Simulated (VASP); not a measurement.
# Cr (Im-3m) in VASP: single point with PBE

Aim: the single point of Cr with PBE.

Program: VASP 6.6.1. These are calculated values, not measurements. Logs are shortened: lines on timing, memory, paths and dates and some standing lists are left out, and cuts for length are marked.

### Step 1. The cell of the first run

It takes space group Im-3m (No. 229, cubic). Conventional cell: a = 2.969 Å, b = 2.969 Å, c = 2.969 Å, α = 90.00°, β = 90.00°, γ = 90.00°. Cr (site symmetry m-3m) has 14 Cr at 2.57 to 2.97 Å within 3.4 Å.

### Step 2. Single point, PBE, collinear spin, antiferromagnetic start

INCAR

```
PREC = Accurate ; ENCUT = 520
EDIFF = 1E-6 ; ISMEAR = -1
SIGMA = 0.05 ; LREAL = False
LASPH = True ; NELM = 150
ALGO = Normal ; ISIF = 2
LWAVE = False ; LCHARG = True
ISPIN = 2 ; MAGMOM = -3 3
LORBIT = 11 ; LMAXMIX = 4
GGA = PE ; LELF = True
LVHAR = True ; NBANDS = 23
```

KPOINTS

```
regular mesh
0
Gamma
  10 10 10
```

POSCAR

```
Cr
1.0
    2.9688993551      0.0000000000      0.0000000000
    0.0000000000      2.9688993551      0.0000000000
    0.0000000000      0.0000000000      2.9688993551
Cr
2
Direct
    0.0000000000      0.0000000000      0.0000000000
    0.5000000000      0.5000000000      0.5000000000
```

Potentials or basis: VASP PAW PBE potentials, release 64 (Cr_pv).

Command:

```
> cat potpaw_PBE.64/Cr_pv/POTCAR > POTCAR
> mpirun -np 1 vasp_std > vasp.out
```

OUTCAR:

```text
PREC = Accurate
   ENCUT = 520
   EDIFF = 1E-6
   ISMEAR = -1
   LREAL = False
   LASPH = True
   NELM = 150
   ISIF = 2
   ISPIN = 2
   LORBIT = 11
   GGA = PE

 ion  position               nearest neighbor table
   1  0.000  0.000  0.000-   2 2.57   2 2.57   2 2.57   2 2.57   2 2.57   2 2.57   2 2.57   2 2.57

   2  0.500  0.500  0.500-   1 2.57   1 2.57   1 2.57   1 2.57   1 2.57   1 2.57   1 2.57   1 2.57

  LATTYP: Found a simple cubic cell.
 ALAT       =     2.9688993551

  Lattice vectors:

 A1 = (   2.9688993551,   0.0000000000,   0.0000000000)
 A2 = (   0.0000000000,   2.9688993551,   0.0000000000)
 A3 = (   0.0000000000,   0.0000000000,   2.9688993551)

Analysis of symmetry for initial positions (statically):
=====================================================================
 Subroutine PRICEL returns following result:

  LATTYP: Found a body centered cubic cell.
 ALAT       =     2.9688993551

  Lattice vectors:

 A1 = (   1.4844496776,   1.4844496776,  -1.4844496775)
 A2 = (  -1.4844496776,   1.4844496775,   1.4844496775)
 A3 = (   1.4844496776,  -1.4844496775,   1.4844496776)

   2 primitive cells build up your supercell.

 Routine SETGRP: Setting up the symmetry group for a
 simple cubic supercell.

 Subroutine GETGRP returns: Found 48 space group operations
 (whereof 48 operations were pure point group operations)
 out of a pool of 48 trial point group operations.

The static configuration has the point symmetry O_h .

Analysis of symmetry for dynamics (positions and initial velocities):
=====================================================================
 Subroutine PRICEL returns following result:

  LATTYP: Found a body centered cubic cell.
 ALAT       =     2.9688993551

  Lattice vectors:

 A1 = (   1.4844496776,   1.4844496776,  -1.4844496775)
 A2 = (  -1.4844496776,   1.4844496775,   1.4844496775)
 A3 = (   1.4844496776,  -1.4844496775,   1.4844496776)

   2 primitive cells build up your supercell.

 Routine SETGRP: Setting up the symmetry group for a
 simple cubic supercell.

 Subroutine GETGRP returns: Found 48 space group operations
 (whereof 48 operations were pure point group operations)
 out of a pool of 48 trial point group operations.

The dynamic configuration has the point symmetry O_h .

Analysis of structural, dynamic, and magnetic symmetry:
=====================================================================
 Subroutine PRICEL returns following result:

  LATTYP: Found a body centered cubic cell.
 ALAT       =     2.9688993551

  Lattice vectors:

 A1 = (   1.4844496776,   1.4844496776,  -1.4844496775)
 A2 = (  -1.4844496776,   1.4844496775,   1.4844496775)
 A3 = (   1.4844496776,  -1.4844496775,   1.4844496776)

   2 primitive cells build up your supercell.

 Routine SETGRP: Setting up the symmetry group for a
 simple cubic supercell.

 Subroutine GETGRP returns: Found 48 space group operations
 (whereof 48 operations were pure point group operations)
 out of a pool of 48 trial point group operations.

The overall configuration has the point symmetry O_h .

 Subroutine INISYM returns: Found 48 space group operations
 (whereof 48 operations are pure point group operations),
 and found     2 'primitive' translations

----------------------------------------------------------------------------------------

                                     Primitive cell

  volume of cell :      13.0845

  direct lattice vectors                    reciprocal lattice vectors
     1.484449678  1.484449678 -1.484449678     0.336825160  0.336825160  0.000000000
    -1.484449678  1.484449678  1.484449678    -0.000000000  0.336825160  0.336825160
     1.484449678 -1.484449678  1.484449678     0.336825160  0.000000000  0.336825160

  length of vectors
     2.571142263  2.571142263  2.571142263     0.476342709  0.476342709  0.476342709

  position of ions in fractional coordinates (direct lattice)
     0.000000000  0.000000000  0.000000000

  ion indices of the primitive-cell ions
   primitive index   ion index
                 1           1

----------------------------------------------------------------------------------------

 KPOINTS: regular mesh

Automatic generation of k-mesh.
 Grid dimensions read from file:
 generate k-points for:   10   10   10

 Generating k-lattice:

  Cartesian coordinates                     Fractional coordinates (reciprocal lattice)
     0.033682516  0.000000000  0.000000000     0.100000000  0.000000000  0.000000000
     0.000000000  0.033682516  0.000000000     0.000000000  0.100000000  0.000000000
     0.000000000  0.000000000  0.033682516     0.000000000  0.000000000  0.100000000

  Length of vectors
     0.033682516  0.033682516  0.033682516

  Shift w.r.t. Gamma in fractional coordinates (k-lattice)
     0.000000000  0.000000000  0.000000000

 Subroutine IBZKPT returns following result:
 ===========================================

 Found     56 irreducible k-points:

 Following reciprocal coordinates:
            Coordinates               Weight
  0.000000  0.000000  0.000000      1.000000
  0.100000  0.000000  0.000000      6.000000
  0.200000  0.000000  0.000000      6.000000
  0.300000  0.000000  0.000000      6.000000
  0.400000  0.000000  0.000000      6.000000
  0.500000  0.000000  0.000000      3.000000
[... 16 lines left out ...]
  0.200000  0.100000  0.100000     24.000000
  0.300000  0.100000  0.100000     24.000000
 [... further k-points ...]
   k-points           NKPTS =     56   k-points in BZ     NKDIM =     56   number of bands    NBANDS=     23
   number of dos      NEDOS =    301   number of ions     NIONS =      2
   total plane-waves  NPLWV =  13824
   dimension x,y,z NGX =    24 NGY =   24 NGZ =   24
   dimension x,y,z NGXF=    48 NGYF=   48 NGZF=   48
   ions per type =               2
   NGX,Y,Z   is equivalent  to a cutoff of  13.44, 13.44, 13.44 a.u.
   NGXF,Y,Z  is equivalent  to a cutoff of  26.88, 26.88, 26.88 a.u.
 SYSTEM =  unknown system
   PREC   = accura    normal or accurate (medium, high low for compatibility)
   ISTART =      0    job   : 0-new  1-cont  2-samecut
   ICHARG =      2    charge: 1-file 2-atom 10-const
   ISPIN  =      2    spin polarized calculation?
   LNONCOLLINEAR =      F non collinear calculations
   LSORBIT =      F    spin-orbit coupling
   LASPH  =      T    aspherical Exc in radial PAW
   ENCUT  =  520.0 eV  38.22 Ry    6.18 a.u.   5.52  5.52  5.52*2*pi/ulx,y,z
   NELM   =    150;   NELMIN=  2; NELMDL= -5     # of ELM steps
   EDIFF  = 0.1E-05   stopping-criterion for ELM
   LREAL  =      F    real-space projection
   EDIFFG = 0.1E-04   stopping-criterion for IOM
   NSW    =      0    number of steps for IOM
   IBRION =     -1    ionic relax: 0-MD 1-quasi-New 2-CG
   NFREE  =      0    steps in history (QN), initial steepest desc. (CG)
   ISIF   =      2    stress and relaxation
   ISYM   =      2    0-nonsym 1-usesym 2-fastsym
   POTIM  = 0.5000    time-step for ionic-motion
   TEBEG  =    0.0;   TEEND  =   0.0 temperature during run
   PSTRESS=    0.0 pullay stress
   NELECT =      24.0000    total number of electrons
   NUPDOWN=      -1.0000    fix difference up-down
   EMIN   =  10.00;   EMAX   =-10.00  energy-range for DOS
   EFERMI =   0.00;   METHOD = LEGACY
   ISMEAR =    -1;   SIGMA  =   0.05  broadening in eV -4-tet -1-fermi 0-gaus
   EFERMI_NEDOS =   21; number of points for ismear=-14 and -15
   IALGO  =     38    algorithm
   IMIX   =      4    mixing-type and parameters
     AMIX     =   0.40;   BMIX     =  1.00
     AMIX_MAG =   1.60;   BMIX_MAG =  1.00
  volume/ion in A,a.u.               =      13.08        88.30
  Fermi-wavevector in a.u.,A,eV,Ry     =   1.590559  3.005721 34.421077  2.529878
  Thomas-Fermi vector in A             =   2.689235
   LORBIT       =     11    0 simple, 1 ext, 2 COOP (PROOUT), +10 PAW based schemes
   GGA     = PE    functional components
   LHFCALC =     F    Hartree Fock is set to
   AEXX    =    0.0000 exact exchange contribution
   IVDW    =     0    specifies the selected vdW correction
   LEPSILON=     F    determine dielectric tensor
   LRPA    =     F    only Hartree local field effects (RPA)
 spin polarized calculation
  energy-cutoff  :      520.00
  volume of cell :       26.17
 maximum number of plane-waves:       739
 NGX is ok and might be reduce to    24
   NGX = 11   NGY = 11   NGZ = 11

 number of electron      24.0000016 magnetization       0.0000000

 number of electron      24.0000016 magnetization      -0.0000000

 Free energy of the ion-electron system (eV)
  ---------------------------------------------------
  ext. energy  EPLUGINS =         0.00000000
  ---------------------------------------------------
  free energy    TOTEN  =       -18.94129617 eV

  energy without entropy =      -18.93656041  energy(sigma->0) =      -18.93892829

 E-fermi :   9.3555     XC(G=0): -12.9171

 val. band max:        9.3499892305   @ k =   0.5000   0.4000   0.1000
 cond. band min:       9.3727795167   @ k =   0.5000   0.1000   0.1000
 fundamental gap:      0.0227902862
 Fermi energy:         9.3554729531

 spin component 1

 k-point     1 :       0.0000    0.0000    0.0000
  band No.  band energies     occupation
      1     -34.4352      1.00000
      2     -34.4352      1.00000
      3     -34.4352      1.00000
      4     -32.5619      1.00000
      5     -32.5619      1.00000
      6     -32.5619      1.00000
[... 613 lines left out ...]
     22      21.1326      0.00000
     23      26.3103      0.00000

 [... further k-points ...]

 spin component 2

 k-point     1 :       0.0000    0.0000    0.0000
  band No.  band energies     occupation
      1     -34.4352      1.00000
      2     -34.4352      1.00000
      3     -34.4352      1.00000
      4     -32.5619      1.00000
      5     -32.5619      1.00000
      6     -32.5619      1.00000
[... 613 lines left out ...]
     22      21.1326      0.00000
     23      26.3103      0.00000

 [... further k-points ...]
[... 5 lines left out ...]
  --------------------------------------------------------------------------------------
  -------------------------------------------------------------------------------------
  Total       -2.1372431     -2.1372431     -2.1372431      0.0000000      0.0000000     -0.0000000
  in kB     -130.8513116   -130.8513116   -130.8513116      0.0000000      0.0000000     -0.0000000
  external PRESSURE =    -130.8513116 kB  Pullay stress =       0.0000000 kB

 VOLUME and BASIS-vectors are now :
 -----------------------------------------------------------------------------
  energy-cutoff  :      520.00
  volume of cell :       26.17
      direct lattice vectors                 reciprocal lattice vectors
     2.968899355  0.000000000  0.000000000     0.336825160  0.000000000  0.000000000
     0.000000000  2.968899355  0.000000000     0.000000000  0.336825160  0.000000000
     0.000000000  0.000000000  2.968899355     0.000000000  0.000000000  0.336825160

 POSITION                                       TOTAL-FORCE (eV/Angst)
 -----------------------------------------------------------------------------------
      0.00000      0.00000      0.00000        -0.000000     -0.000000     -0.000000
      1.48445      1.48445      1.48445         0.000000      0.000000      0.000000
 -----------------------------------------------------------------------------------
    total drift:                                0.000000      0.000000     -0.000000

  FREE ENERGIE OF THE ION-ELECTRON SYSTEM (eV)
  ---------------------------------------------------
  free  energy   TOTEN  =       -18.9412961656 eV

  energy  without entropy=      -18.9365604086  energy(sigma->0) =      -18.93892829

 total charge

# of ion       s       p       d       tot
------------------------------------------
    1        0.396   6.330   4.098  10.824
    2        0.396   6.330   4.098  10.824
--------------------------------------------------
tot          0.792  12.659   8.196  21.647

 magnetization (x)

# of ion       s       p       d       tot
------------------------------------------
    1       -0.024  -0.017  -1.781  -1.822
    2        0.024   0.017   1.781   1.822
--------------------------------------------------
tot          0.000   0.000   0.000   0.000
```

It took 43 s on 1 thread of AMD EPYC 7R13 (Zen 3), shared host; peak memory 0.15 GiB.

Results:

```yaml
Free_energy: -18.9413 eV
Pressure: -13.1 GPa
Band_gap_on_the_k_mesh: zero (filled and empty bands overlap)
Net_moment: 0.00 μB per cell
Site_moments: Cr -1.82, +1.82 μB
Valence_electrons_inside_the_program's_atomic_spheres: Cr 10.82
```

Levels at points of the mesh, in eV from the Fermi level:
Spin up:
```
           k point  band 8  band 9  band 10  band 11  band 12  band 13  band 14  band 15  band 16  band 17
(0.00, 0.00, 0.00)   -3.61   -3.61    -0.87    -0.87    -0.87     1.24     1.24     2.53     2.53     2.53
(0.50, 0.00, 0.00)   -3.50   -2.00    -1.01    -1.01    -0.68    -0.16     0.63     0.63     1.59     1.69
(0.50, 0.50, 0.00)   -3.76   -2.09    -2.09     0.65     0.83     0.83     0.92     1.42     2.21     2.75
(0.50, 0.50, 0.50)   -2.51   -2.51    -1.40    -1.40    -1.40     0.70     0.70     2.26     2.26     6.11
```
Spin down:
| k point | band 8 | band 9 | band 10 | band 11 | band 12 | band 13 | band 14 | band 15 | band 16 | band 17 |
| --- | --- | --- | --- | --- | --- | --- | --- | --- | --- | --- |
| (0.00, 0.00, 0.00) | -3.61 | -3.61 | -0.87 | -0.87 | -0.87 | 1.24 | 1.24 | 2.53 | 2.53 | 2.53 |
| (0.50, 0.00, 0.00) | -3.50 | -2.00 | -1.01 | -1.01 | -0.68 | -0.16 | 0.63 | 0.63 | 1.59 | 1.69 |
| (0.50, 0.50, 0.00) | -3.76 | -2.09 | -2.09 | 0.65 | 0.83 | 0.83 | 0.92 | 1.42 | 2.21 | 2.75 |
| (0.50, 0.50, 0.50) | -2.51 | -2.51 | -1.40 | -1.40 | -1.40 | 0.70 | 0.70 | 2.26 | 2.26 | 6.11 |
